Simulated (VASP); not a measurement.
## TiTe2As5: single point with PBE

Crystal: TiTe2As5.

```
Ti Te As
1.0
    -2.25863    2.25863    9.08923
     2.25863   -2.25863    9.08923
     2.25863    2.25863   -9.08923
Ti Te As
1 2 5
Cartesian
  0.0000 0.0000 0.0000
  0.0000 0.0000 12.6557
  0.0000 0.0000 5.5227
  0.0000 0.0000 9.0892
  0.0000 2.2586 7.4100
  2.2586 0.0000 7.4100
  2.2586 0.0000 1.6792
  0.0000 2.2586 1.6792
```

```yaml
Program: VASP 6.6.1
Task: single point
Functional: PBE
Potentials_or_basis: VASP PAW PBE potentials, release 64 (Ti_sv, Te, As)
Cutoff: 520 eV
k_mesh: 5 × 5 × 5
Occupations: gaussian, width 0.2 eV
Spin: no spin polarisation
```

The pressure is 0.2 GPa. The largest force is 0.057 eV/Å.

Forces in eV/Å, atoms in the order of the input:
```
Ti   0.000  0.000  0.000
Te   0.000  0.000 -0.057
Te   0.000  0.000  0.057
As   0.000  0.000  0.000
As   0.000  0.000 -0.056
As   0.000  0.000 -0.056
As   0.000  0.000  0.056
As   0.000  0.000  0.056
```

Levels at points of the mesh, in eV from the Fermi level:
```csv
k point,band 21,band 22,band 23,band 24,band 25,band 26,band 27,band 28,band 29,band 30
"(0.00, 0.00, 0.00)",-1.40,-1.40,-1.37,-0.96,0.00,0.02,0.02,0.08,0.62,0.62
```

Wall time 6.9 min on 1 thread of Intel(R) Xeon(R) Platinum 8488C (Sapphire Rapids) (shared host), peak memory 0.75 GiB.

Caveat: the k points lie up to 0.39 Å⁻¹ apart; spin-orbit coupling is left out, which moves the levels of the heavy elements.
